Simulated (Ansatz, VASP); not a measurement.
## Pb in VASP and in Ansatz

The input INCAR:

```
  PREC = Accurate
  ENCUT = 520
  EDIFF = 1E-6
  ISMEAR = -1
  SIGMA = 0.1
  LREAL = F
  LASPH = T
  NELM = 60
  ALGO = Normal
  ISIF = 2
  LWAVE = F
  LCHARG = F
  GGA = RE
  NBANDS = 21
```

KPOINTS

```
regular mesh
0
Gamma
  9 9 9
```

File POSCAR:

```
Pb
1.0
    0.0000000000      3.5215094963      3.5215094963
    3.5215094963      0.0000000000      3.5215094963
    3.5215094963      3.5215094963      0.0000000000
Pb
2
Direct
    0.1250000000      0.1250000000      0.1250000000
    0.8750000000      0.8750000000      0.8750000000
```

Input for Ansatz:

```yaml
crystal:
  lattice:
    - [0.0, 3.5215094963, 3.5215094963]
    - [3.5215094963, 0.0, 3.5215094963]
    - [3.5215094963, 3.5215094963, 0.0]
  atoms:
    - { symbol: Pb, position: [0.125, 0.125, 0.125] }
    - { symbol: Pb, position: [0.875, 0.875, 0.875] }
hamiltonian:
  xc: revpbe
  pseudopotentials:
    kind: paw
    azcp:
      Pb: "pseudopotentials/Pb.paw.azcp"
basis:
  ecutwfc: 420
  fft_grid_basis: typed
kpoints:
  mp_grid: { grid: [9, 9, 9], shift: [0, 0, 0] }
magnetization:
  spin_polarized: false
scf:
  occupations: { method: fermi_dirac, width: 0.1 }
  lower_state_search: "off"
output:
  stress: true
```

Alike in both runs: task single point; functional revPBE; k mesh 9 × 9 × 9; occupations fermi-dirac, width 0.1 eV; no spin polarisation.

|  | VASP | Ansatz |
| --- | --- | --- |
| version | VASP 6.6.1 | Ansatz 0.2.0 |
| potentials or method | VASP PAW PBE potentials, release 64 (Pb_d), cutoff 520 eV | plane waves (420 eV) with PAW, scalar-relativistic |
| valence electrons in the cell | 28 | 28 |

|  | VASP | Ansatz | Ansatz less VASP |
| --- | --- | --- | --- |
| pressure (GPa) | 0.9 | 1.0 | +0.04 |

VASP's potentials were made for PBE, not for revPBE.

Spin-orbit coupling is off throughout.
